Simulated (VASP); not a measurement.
# BN in VASP: a series of runs

BN is run at these levels: PBE; tasks: G0W0 quasiparticle levels.

All numbers are computed with VASP 6.6.1; they aren't measurements. Logs are shortened: lines on timing, memory, paths and dates and some standing lists are left out, and cuts for length are marked.

### 1 The cell of the first run

Symmetry: I-4m2, No. 119, tetragonal system. Conventional cell: a = 2.552 Å, b = 2.552 Å, c = 3.754 Å, α = 90.00°, β = 90.00°, γ = 90.00°. B (site symmetry -4m2) has 4 N at 1.58 Å within 2.1 Å. N (site symmetry -4m2) has 4 B at 1.58 Å within 2.1 Å.

### 2 G0W0 quasiparticle levels, PBE

Input file POSCAR:

```
BN
1.0
    0.0000000000      1.8048254497      1.8048254497
    1.8770184676      0.0000000000      1.8048254497
    1.8770184676      1.8048254497      0.0000000000
B N
1 1
Direct
    0.0000000000      0.0000000000      0.0000000000
    0.2500000000      0.2500000000      0.2500000000
```

Input file INCAR.step1:

```
  PREC = Accurate
  ENCUT = 500
  EDIFF = 1E-8
  ISMEAR = 0
  SIGMA = 0.01
  LREAL = False
  LASPH = True
  NELM = 100
  ALGO = Normal
  LWAVE = True
  LCHARG = False
  GGA = PE
```

Input file INCAR.step2:

```
  PREC = Accurate
  ENCUT = 500
  EDIFF = 1E-8
  ISMEAR = 0
  SIGMA = 0.01
  LREAL = False
  LASPH = True
  NELM = 1
  ALGO = Exact
  LWAVE = True
  LCHARG = False
  GGA = PE
  NBANDS = 55
  LOPTICS = True
  ISTART = 1
```

Input file INCAR.step3:

```
  PREC = Accurate
  ENCUT = 500
  EDIFF = 1E-8
  ISMEAR = 0
  SIGMA = 0.01
  LREAL = False
  LASPH = True
  ALGO = EVGW0
  LWAVE = False
  LCHARG = False
  GGA = PE
  NELMGW = 1
  NBANDS = 55
  ENCUTGW = 150.0
  NOMEGA = 48
  PRECFOCK = Fast
  ISTART = 1
  NBANDSGW = 12
```

Input file KPOINTS:

```
regular mesh
0
Gamma
  6 6 6
```

Potentials or basis: VASP PAW PBE potentials, release 64 (B_GW, N_GW).

Launch:

```console
> cat potpaw_PBE.64/B_GW/POTCAR potpaw_PBE.64/N_GW/POTCAR > POTCAR
> cp INCAR.step1 INCAR
> mpirun -np 1 vasp_std > vasp.out
> cp INCAR.step2 INCAR
> mpirun -np 1 vasp_std > vasp.out
> cp INCAR.step3 INCAR
> mpirun -np 1 vasp_std > vasp.out
```

OUTCAR:

```text
PREC = Accurate
   ENCUT = 500
   EDIFF = 1E-8
   ISMEAR = 0
   LREAL = False
   LASPH = True
   GGA = PE
   NELMGW = 1
   ENCUTGW = 150.0
   PRECFOCK = Fast
   ISTART = 1

 ion  position               nearest neighbor table
   1  0.000  0.000  0.000-   2 1.58   2 1.58   2 1.58   2 1.58
   2  0.250  0.250  0.250-   1 1.58   1 1.58   1 1.58   1 1.58

  LATTYP: Found a body centered tetragonal cell.
 ALAT       =     2.5524086287
 C/A-ratio  =     1.4707821048

  Lattice vectors:

 A1 = (   1.8770184676,   0.0000000000,   1.8048254497)
 A2 = (   1.8770184676,   0.0000000000,  -1.8048254497)
 A3 = (  -1.8770184676,   1.8048254497,   0.0000000000)

Analysis of symmetry for initial positions (statically):
=====================================================================
 Subroutine PRICEL returns:
 Original cell was already a primitive cell.

 Routine SETGRP: Setting up the symmetry group for a
 body centered tetragonal supercell.

 Subroutine GETGRP returns: Found  8 space group operations
 (whereof  8 operations were pure point group operations)
 out of a pool of 16 trial point group operations.

The static configuration has the point symmetry D_2d.

Analysis of symmetry for dynamics (positions and initial velocities):
=====================================================================
 Subroutine PRICEL returns:
 Original cell was already a primitive cell.

 Routine SETGRP: Setting up the symmetry group for a
 body centered tetragonal supercell.

 Subroutine GETGRP returns: Found  8 space group operations
 (whereof  8 operations were pure point group operations)
 out of a pool of 16 trial point group operations.

The dynamic configuration has the point symmetry D_2d.

 Subroutine INISYM returns: Found  8 space group operations
 (whereof  8 operations are pure point group operations),
 and found     1 'primitive' translations

----------------------------------------------------------------------------------------

                                     Primitive cell

  volume of cell :      12.2284

  direct lattice vectors                    reciprocal lattice vectors
     0.000000000  1.804825450  1.804825450    -0.266379904  0.277035101  0.277035101
     1.877018468  0.000000000  1.804825450     0.266379904 -0.277035101  0.277035101
     1.877018468  1.804825450  0.000000000     0.266379904  0.277035101 -0.277035101

  length of vectors
     2.552408629  2.603957225  2.603957225     0.473766976  0.473766976  0.473766976

  position of ions in fractional coordinates (direct lattice)
     0.000000000  0.000000000  0.000000000
     0.250000000  0.250000000  0.250000000

  ion indices of the primitive-cell ions
   primitive index   ion index
                 1           1
                 2           2

----------------------------------------------------------------------------------------

 KPOINTS: regular mesh

Automatic generation of k-mesh.
 Grid dimensions read from file:
 generate k-points for:    6    6    6

 Generating k-lattice:

  Cartesian coordinates                     Fractional coordinates (reciprocal lattice)
    -0.044396651  0.046172517  0.046172517     0.166666667  0.000000000  0.000000000
     0.044396651 -0.046172517  0.046172517     0.000000000  0.166666667 -0.000000000
     0.044396651  0.046172517 -0.046172517     0.000000000 -0.000000000  0.166666667

  Length of vectors
     0.078961163  0.078961163  0.078961163

  Shift w.r.t. Gamma in fractional coordinates (k-lattice)
     0.000000000  0.000000000  0.000000000

 Subroutine IBZKPT returns following result:
 ===========================================

 Found     30 irreducible k-points:

 Following reciprocal coordinates:
            Coordinates               Weight
  0.000000  0.000000  0.000000      1.000000
  0.166667 -0.000000 -0.000000      8.000000
  0.333333  0.000000  0.000000      8.000000
  0.500000 -0.000000 -0.000000      4.000000
  0.166667  0.166667  0.000000      4.000000
  0.333333  0.166667  0.000000     16.000000
[... 16 lines left out ...]
 -0.333333  0.500000  0.166667      4.000000
  0.333333 -0.333333  0.166667      8.000000
 [... further k-points ...]
   k-points           NKPTS =     30   k-points in BZ     NKDIM =    216   number of bands    NBANDS=     55
   number of dos      NEDOS =    301   number of ions     NIONS =      2
   total plane-waves  NPLWV =   8000
   dimension x,y,z NGX =    20 NGY =   20 NGZ =   20
   dimension x,y,z NGXF=    40 NGYF=   40 NGZF=   40
   ions per type =               1   1
   NGX,Y,Z   is equivalent  to a cutoff of  13.03, 12.77, 12.77 a.u.
   NGXF,Y,Z  is equivalent  to a cutoff of  26.05, 25.54, 25.54 a.u.
 SYSTEM =  unknown system
   PREC   = accura    normal or accurate (medium, high low for compatibility)
   ISTART =      1    job   : 0-new  1-cont  2-samecut
   ICHARG =      0    charge: 1-file 2-atom 10-const
   ISPIN  =      1    spin polarized calculation?
   LNONCOLLINEAR =      F non collinear calculations
   LSORBIT =      F    spin-orbit coupling
   LASPH  =      T    aspherical Exc in radial PAW
   ENCUT  =  500.0 eV  36.75 Ry    6.06 a.u.   4.65  4.75  4.75*2*pi/ulx,y,z
   NELM   =     60;   NELMIN=  2; NELMDL=  0     # of ELM steps
   EDIFF  = 0.1E-07   stopping-criterion for ELM
   LREAL  =      F    real-space projection
   EDIFFG = 0.1E-06   stopping-criterion for IOM
   NSW    =      0    number of steps for IOM
   IBRION =     -1    ionic relax: 0-MD 1-quasi-New 2-CG
   NFREE  =      0    steps in history (QN), initial steepest desc. (CG)
   ISIF   =      0    stress and relaxation
   ISYM   =      3    0-nonsym 1-usesym 2-fastsym
   POTIM  = 0.5000    time-step for ionic-motion
   TEBEG  =    0.0;   TEEND  =   0.0 temperature during run
   PSTRESS=    0.0 pullay stress
   NELECT =       8.0000    total number of electrons
   NUPDOWN=      -1.0000    fix difference up-down
   EMIN   =  10.00;   EMAX   =-10.00  energy-range for DOS
   EFERMI =   0.00;   METHOD = LEGACY
   ISMEAR =     0;   SIGMA  =   0.01  broadening in eV -4-tet -1-fermi 0-gaus
   EFERMI_NEDOS =   21; number of points for ismear=-14 and -15
   IALGO  =     38    algorithm
   IMIX   =      4    mixing-type and parameters
     AMIX     =   0.40;   BMIX     =  1.00
     AMIX_MAG =   1.60;   BMIX_MAG =  1.00
  volume/ion in A,a.u.               =       6.11        41.26
  Fermi-wavevector in a.u.,A,eV,Ry     =   1.421178  2.685637 27.480329  2.019747
  Thomas-Fermi vector in A             =   2.542015
   LORBIT       =      0    0 simple, 1 ext, 2 COOP (PROOUT), +10 PAW based schemes
   GGA     = PE    functional components
   LHFCALC =     T    Hartree Fock is set to
   PRECFOCK=fast      Normal, Fast or Accurate (Low or Medium for compatibility)
   ENCUT4O =  -1.0   cutoff for four orbital integrals eV
   NKREDX  =     1    reduce k-point grid by
   NKREDY  =     1    reduce k-point grid by
   NKREDZ  =     1    reduce k-point grid by
   AEXX    =    1.0000 exact exchange contribution
   HFSCREEN=    0.0000 screening length (either q_TF or 0.3 A-1)
   HFSCREENC=   0.0000 screening length for correlation (either q_TF or 0.3 A-1)
   ENCUTFOCK=  -1.0 apply spherical cutoff to Coloumb kernel
   IVDW    =     0    specifies the selected vdW correction
   LEPSILON=     F    determine dielectric tensor
   LRPA    =     F    only Hartree local field effects (RPA)
   LRPAFORCE           =     F    calculate RPA forces
   ENCUTGW             = 150.0    cutoff for response function in eV
   ENCUTGWSOFT         = 120.0    soft cutoff for Coulomb kernel in GW response function in eV
   ENCUTLF             =  -1.0    cutoff for local field effects
   NELMGW              =     1    number of iterations in solving QP/BSE equation
   NELMHF              =     1    number of iterations in the inner HF iteration
   NKREDLFX            =     1    NKREDLFY  =   1   NKREDLFZ  =   1
 non-spin polarized calculation
 Gauss-broadening in eV      SIGMA  =   0.01
  energy-cutoff  :      500.00
  volume of cell :       12.23
 maximum number of plane-waves:       334
 NGX is ok and might be reduce to    20
  NGX = 12; NGY = 12; NGZ = 12
   NGX =  9   NGY =  9   NGZ =  9
 maximum number of plane-waves:        59

 QP shifts <psi_nk| G(iteration)W_0 |psi_nk>: iteration 1
 for sc-GW calculations column KS-energies equals QP-energies in previous step
 and V_xc(KS)=  KS-energies - (<T + V_ion + V_H > + <T+V_H+V_ion>^1  + <V_x>^1)

 k-point   1 :       0.0000    0.0000    0.0000
  band No.  KS-energies  QP-energies   sigma(KS)   V_xc(KS)     V^pw_x(r,r')   Z            occupation Imag(sigma)

      1     -12.8011     -14.7606     -17.9301     -15.4067     -26.3194       0.7765       2.0000       1.4651
      2       6.7721       6.0048     -19.0432     -18.1100     -21.6907       0.8222       2.0000       0.0899
      3       7.1761       6.4314     -19.1007     -18.1942     -21.7547       0.8215       2.0000       0.0896
      4       7.1761       6.4314     -19.1007     -18.1942     -21.7547       0.8215       2.0000       0.0896
      5      15.6158      16.9397     -12.0218     -13.6195      -6.8683       0.8287       0.0000      -0.1124
      6      15.6158      16.9397     -12.0218     -13.6195      -6.8683       0.8287       0.0000      -0.1124
      7      15.8925      17.2261     -12.1273     -13.7358      -6.9690       0.8291       0.0000      -0.1117
      8      16.8146      17.9909     -13.9083     -15.3560      -8.4294       0.8125       0.0000      -0.1333
      9      31.1462      31.6221     -10.7091     -11.3111      -3.2761       0.7905       0.0000      -0.6082
     10      33.2251      34.3921     -11.5698     -12.9625      -5.3252       0.8378       0.0000      -0.5199
     11      33.7367      34.3289     -10.0872     -10.7995      -3.0141       0.8315       0.0000      -0.8960
     12      35.3975      36.6316     -11.7118     -13.1876      -5.2831       0.8362       0.0000      -0.6613

 k-point   2 :       0.1667   -0.0000   -0.0000
  band No.  KS-energies  QP-energies   sigma(KS)   V_xc(KS)     V^pw_x(r,r')   Z            occupation Imag(sigma)
[... 353 lines left out ...]
      1      -7.5858      -9.1208     -19.2335     -17.1978     -26.6834       0.7540       2.0000       0.7680
      2      -1.6191      -3.1534     -16.7715     -14.8007     -21.3080       0.7785       2.0000       0.2174
      3       1.2707      -0.0916     -17.6080     -15.8975     -21.5306       0.7964       2.0000       0.1532
      4       2.6718       1.4904     -17.5325     -16.0690     -20.9061       0.8072       2.0000       0.1232
      5      16.0784      17.1719     -12.5296     -13.8488      -7.5070       0.8289       0.0000      -0.1164
      6      17.7903      19.0349     -12.2719     -13.7923      -6.5994       0.8186       0.0000      -0.1397
      7      21.2997      22.9504     -14.2632     -16.3612      -7.7927       0.7868       0.0000      -0.2018
      8      22.8187      24.2851     -12.1905     -14.0501      -5.3546       0.7886       0.0000      -0.2387
      9      25.0260      26.3194     -12.7508     -14.3640      -6.3557       0.8018       0.0000      -0.2470
     10      32.4186      33.8536     -12.2794     -14.0883      -4.4685       0.7933       0.0000      -0.7613
     11      34.8381      35.9379     -11.6891     -13.0496      -4.2020       0.8084       0.0000      -0.8537
     12      39.6008      40.6106     -10.7053     -11.9215      -3.3301       0.8303       0.0000      -1.1384

 [... further k-points ...]
```

It took 2.7 min on 1 thread of Intel Xeon 8259CL, shared host; peak memory 0.25 GiB.

What came out:

| Property | Result |
| --- | --- |
| Quasiparticle gap | 5.54 eV |
| Least direct quasiparticle gap | 10.51 eV |
| Band gap of the starting levels on the mesh | 4.08 eV |
| Least direct gap of the starting levels on the mesh | 8.44 eV |

Caveat: the k points lie up to 0.50 Å⁻¹ apart; the cutoff is under 1.25 times the usual one of these potentials, so pressure, stress and relaxed cells hold a basis-set (Pulay) error; bands, screening cutoff and mesh are small and nothing is extrapolated, so the quasiparticle values aren't converged.

### 3 G0W0 quasiparticle levels, PBE

This run uses another cell than the first one, of 5.88 Å³/atom.

Input file POSCAR:

```
BN
1.0
   -0.0180482545      1.8048254497      1.8048254497
    1.8048254497     -0.0180482545      1.8048254497
    1.7867771952      1.7867771952      0.0000000000
B N
1 1
Direct
   -0.0000912040     -0.0000912040      0.0000912040
    0.2500912040      0.2500912040      0.2499087960
```

Input file INCAR.step1:

```
SYSTEM = BN
  ALGO = Normal
  EDIFF = 1E-8
  ENCUT = 500
  GGA = PE
  ISMEAR = 0
  LASPH = .TRUE.
  LCHARG = .FALSE.
  LREAL = .FALSE.
  LWAVE = .TRUE.
  NELM = 80
  PREC = Accurate
  SIGMA = 0.01
```

Input file INCAR.step2:

```
SYSTEM = BN
  ALGO = Exact
  EDIFF = 1E-8
  ENCUT = 500
  GGA = PE
  ISMEAR = 0
  ISTART = 1
  LASPH = .TRUE.
  LCHARG = .FALSE.
  LOPTICS = .TRUE.
  LREAL = .FALSE.
  LWAVE = .TRUE.
  NBANDS = 53
  NELM = 1
  PREC = Accurate
  SIGMA = 0.01
```

Input file INCAR.step3:

```
SYSTEM = BN
  ALGO = EVGW0
  EDIFF = 1E-8
  ENCUT = 500
  ENCUTGW = 150.0
  GGA = PE
  ISMEAR = 0
  ISTART = 1
  LASPH = .TRUE.
  LCHARG = .FALSE.
  LREAL = .FALSE.
  LWAVE = .FALSE.
  NBANDS = 53
  NBANDSGW = 12
  NELMGW = 1
  NOMEGA = 48
  PREC = Accurate
  PRECFOCK = Fast
  SIGMA = 0.01
```

Input file KPOINTS:

```
k-points
0
G
  6 6 6
  0 0 0
```

Potentials or basis: VASP PAW PBE potentials, release 64 (B_GW, N_GW).

Launch:

```console
> cat potpaw_PBE.64/B_GW/POTCAR potpaw_PBE.64/N_GW/POTCAR > POTCAR
> cp INCAR.step1 INCAR
> mpirun -np 1 vasp_std > vasp.out
> cp INCAR.step2 INCAR
> mpirun -np 1 vasp_std > vasp.out
> cp INCAR.step3 INCAR
> mpirun -np 1 vasp_std > vasp.out
```

OUTCAR:

```text
SYSTEM = BN
   EDIFF = 1E-8
   ENCUT = 500
   ENCUTGW = 150.0
   GGA = PE
   ISMEAR = 0
   ISTART = 1
   LASPH = .TRUE.
   LREAL = .FALSE.
   NELMGW = 1
   PREC = Accurate
   PRECFOCK = Fast

 ion  position               nearest neighbor table
   1  1.000  1.000  0.000-   2 1.55   2 1.55   2 1.57   2 1.57
   2  0.250  0.250  0.250-   1 1.55   1 1.55   1 1.57   1 1.57
[... 202 lines left out ...]
      2       7.4749       6.7151     -19.1756     -18.2547     -21.8302       0.8252       2.0000       0.0889
      3       7.5136       6.7547     -19.2174     -18.2974     -21.9078       0.8250       2.0000       0.0898
      4       7.5649       6.8081     -19.2630     -18.3456     -21.9890       0.8249       2.0000       0.0908
      5      16.0986      17.4438     -12.1428     -13.7568      -7.0388       0.8334       0.0000      -0.1095
      6      16.2632      17.6108     -12.2570     -13.8777      -7.1176       0.8315       0.0000      -0.1115
      7      16.6276      18.0113     -12.1820     -13.8460      -6.9966       0.8316       0.0000      -0.1130
      8      18.0418      19.2632     -13.8703     -15.3689      -8.2845       0.8150       0.0000      -0.1364
      9      32.3486      32.8716     -10.8006     -11.4596      -3.3138       0.7937       0.0000      -0.6104
     10      35.3503      36.6143     -11.8278     -13.3371      -5.4579       0.8374       0.0000      -0.5833
     11      35.3635      36.6295     -11.8314     -13.3426      -5.4636       0.8378       0.0000      -0.5823
     12      35.7707      36.4493     -10.3301     -11.1465      -3.0779       0.8312       0.0000      -0.9585
[... 356 lines left out ...]
      1      -7.6936      -9.2787     -19.0649     -16.9628     -26.5474       0.7540       2.0000       0.7733
      2      -0.5841      -2.1392     -17.7048     -15.7218     -22.3215       0.7843       2.0000       0.2016
      3       1.6308       0.2904     -17.4117     -15.7433     -21.2124       0.8034       2.0000       0.1448
      4       3.0100       1.8126     -17.9015     -16.4201     -21.4138       0.8083       2.0000       0.1254
      5      13.6117      14.4699     -11.9569     -12.9746      -7.3120       0.8433       0.0000      -0.0989
      6      18.9146      20.0178     -12.2271     -13.5543      -6.8698       0.8313       0.0000      -0.1257
      7      23.7463      25.5353     -13.5898     -15.8704      -6.6331       0.7845       0.0000      -0.2425
      8      23.9125      25.6099     -13.6216     -15.7879      -6.6673       0.7836       0.0000      -0.2491
      9      27.6323      29.1973     -13.8714     -15.8836      -6.5621       0.7777       0.0000      -0.3554
     10      34.2180      35.6552     -11.9502     -13.7546      -3.9666       0.7965       0.0000      -0.8453
     11      37.6993      38.8755     -11.4747     -12.8970      -4.2844       0.8270       0.0000      -0.9022
     12      42.3859      43.4417     -10.8199     -12.0939      -3.1997       0.8288       0.0000      -1.2064

 [... further k-points ...]
```

OUTCAR.step1:

```text
SYSTEM = BN
   EDIFF = 1E-8
   ENCUT = 500
   GGA = PE
   ISMEAR = 0
   LASPH = .TRUE.
   LREAL = .FALSE.
[... 487 lines left out ...]
      1.78678      1.78678      3.60932        -0.000000     -0.000000     -0.021510
      0.89339      0.89339      0.90274         0.000000      0.000000      0.021510
 -----------------------------------------------------------------------------------
    total drift:                                0.000001      0.000001     -0.000028

  FREE ENERGIE OF THE ION-ELECTRON SYSTEM (eV)
  ---------------------------------------------------
  free  energy   TOTEN  =       -17.4493763590 eV

  energy  without entropy=      -17.4493763590  energy(sigma->0) =      -17.44937636
```

OUTCAR.step2:

```text
SYSTEM = BN
   EDIFF = 1E-8
   ENCUT = 500
   GGA = PE
[... 1016 lines left out ...]
  --------------------------------------------------------------------------------------------------------------
     0.00000     4.79936     4.79936     4.80254    -0.06593     0.00000     0.00000
     1.91498     4.89370     4.89370     4.89712    -0.06954     0.00000     0.00000
     3.82997     5.21706     5.21706     5.22134    -0.08264     0.00000     0.00000
     5.74495     5.93296     5.93296     5.93973    -0.11583     0.00000     0.00000
     7.65994     7.75024     7.75024     7.76772    -0.23214     0.00000     0.00000
     9.57492    11.68452    11.68452    12.83667    -1.96335     0.00000     0.00000
[... 92 lines left out ...]
   187.66852     0.97277     0.97277     0.97277    -0.00001     0.00000     0.00000
   189.58350     0.97336     0.97336     0.97336    -0.00001     0.00000     0.00000
```

Wall time 1.9 min (1 thread of Intel Xeon Platinum 8488C (Sapphire Rapids), shared host); peak memory 0.28 GiB.

Results:

```
Quasiparticle gap                                   : 5.88 eV
Least direct quasiparticle gap                      : 10.64 eV
Band gap of the starting levels on the mesh         : 4.40 eV
Least direct gap of the starting levels on the mesh : 8.53 eV
```

Caveat: the k points lie up to 0.51 Å⁻¹ apart; the cutoff is under 1.25 times the usual one of these potentials, so pressure, stress and relaxed cells hold a basis-set (Pulay) error; bands, screening cutoff and mesh are small and nothing is extrapolated, so the quasiparticle values aren't converged.

(Continued in part 2 of 2.)
